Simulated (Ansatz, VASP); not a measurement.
## BeS in VASP and in Ansatz

```
CELL_PARAMETERS angstrom
0.00000 2.43500 2.43500
2.43500 0.00000 2.43500
2.43500 2.43500 0.00000
ATOMIC_POSITIONS crystal
Be 0.00000 0.00000 0.00000
S 0.25000 0.25000 0.25000
```

Alike in both runs: task relaxation of cell and atoms; functional LDA; k mesh 8 × 8 × 8; occupations gaussian, width 0.02 eV; no spin polarisation.

```csv
,VASP,Ansatz
version,VASP 6.6.1,Ansatz 0.2.0
potentials or method,"VASP PAW LDA potentials, release 64 (Be, S), cutoff 600 eV","scalar-relativistic, plane waves, PAW"
valence electrons in the cell,8,8
```

|  | VASP | Ansatz | Ansatz less VASP |
| --- | --- | --- | --- |
| gap on the k mesh at the Fermi level, each at its own relaxed structure (eV) | 2.83 | 2.83 | -0.007 |
| relaxed volume (Å³/atom) | 13.80 | 13.79 | -0.010 |
| relaxed cell length with the largest relative difference (Å) | 3.392 | 3.391 | -0.0008 |

Ansatz warns that its potentials were made for another functional, while VASP's fit it. LDA's correlation is that of Perdew and Zunger in VASP and of Perdew and Wang (1992) in Ansatz.
